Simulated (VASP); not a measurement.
Wanted: the native input for a VASP 6.6.1 run.

- Task: single point
- Functional: PBEsol
- Potentials or basis: VASP PAW PBE potentials, release 64 (Co_sv)
- Cutoff: 600 eV
- k mesh: 12 × 12 × 4
- Occupations: fermi-dirac, width 0.05 eV
- Spin: no spin polarisation
- Dipole correction: no
- Second run: valence_matched
- Further INCAR settings: ALGO = Normal; EDIFF = 1e-06; NBANDS = 42

The structure of Co lies in POSCAR:

```
Co
1.0
    2.4705617809      0.0000000000      0.0000000000
   -1.2352808905      2.1395692639      0.0000000000
    0.0000000000      0.0000000000      8.0882338000
Co
4
Direct
    0.6666666667      0.3333333333      0.7500000000
    0.0000000000      0.0000000000      0.5000000000
    0.3333333333      0.6666666667      0.2500000000
    0.0000000000      0.0000000000      0.0000000000
```

The input as run:

INCAR

```
  ALGO = Normal
  EDIFF = 1E-6
  ENCUT = 600
  GGA = PS
  GGA_COMPAT = F
  ISIF = 2
  ISMEAR = -1
  LASPH = T
  LCHARG = T
  LELF = T
  LREAL = F
  LVHAR = T
  LWAVE = F
  NBANDS = 42
  NELM = 120
  PREC = Accurate
  SIGMA = 0.05
```

KPOINTS

```
k-points
0
Gamma
  12 12 4
```

Potentials or basis: VASP PAW PBE potentials, release 64 (Co_sv).

Run with:

```sh
$ cat potpaw_PBE.64/Co_sv/POTCAR > POTCAR
$ mpirun -np 1 vasp_std > vasp.out
```

It gave:

```
Pressure               : -22.2 GPa
Band gap on the k mesh : zero (band 34 reaches 12.40 eV, above the bottom of band 35 at 11.29 eV)
```

Caveat: the PAW data sets were made with another functional, which shifts forces and pressure a little; the run has no spin polarisation, though such a crystal can be magnetic.

It took 2.5 min on 1 thread of Intel(R) Xeon(R) Platinum 8259CL CPU @ 2.50GHz (Skylake/Cascade Lake), with other jobs on the host, peak memory 0.22 GiB.
